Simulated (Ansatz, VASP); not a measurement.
SiC: VASP beside Ansatz

```
CELL_PARAMETERS angstrom
3.09153 0.00000 0.00000
-1.54577 2.67734 0.00000
0.00000 0.00000 5.07529
ATOMIC_POSITIONS crystal
Si 0.33333 0.66667 0.00461
Si 0.66667 0.33333 0.50461
C 0.33333 0.66667 0.38039
C 0.66667 0.33333 0.88039
```

Alike in both runs: task relaxation of cell and atoms; functional PBE; k mesh 12 × 12 × 6; occupations gaussian, width 0.02 eV; no spin polarisation.

|  | VASP | Ansatz |
| --- | --- | --- |
| version | VASP 6.6.1 | Ansatz 0.2.0 |
| potentials or method | VASP PAW PBE potentials, release 64 (Si, C), cutoff 600 eV | scalar-relativistic, plane waves, PAW |
| valence electrons in the cell | 16 | 16 |

```tsv
	VASP	Ansatz	Ansatz less VASP
gap on the k mesh at the Fermi level, each at its own relaxed structure (eV)	2.30	2.31	+0.008
relaxed volume (Å³/atom)	10.49	10.50	+0.009
relaxed cell length with the largest relative difference (Å)	3.091	3.092	+0.0011
```
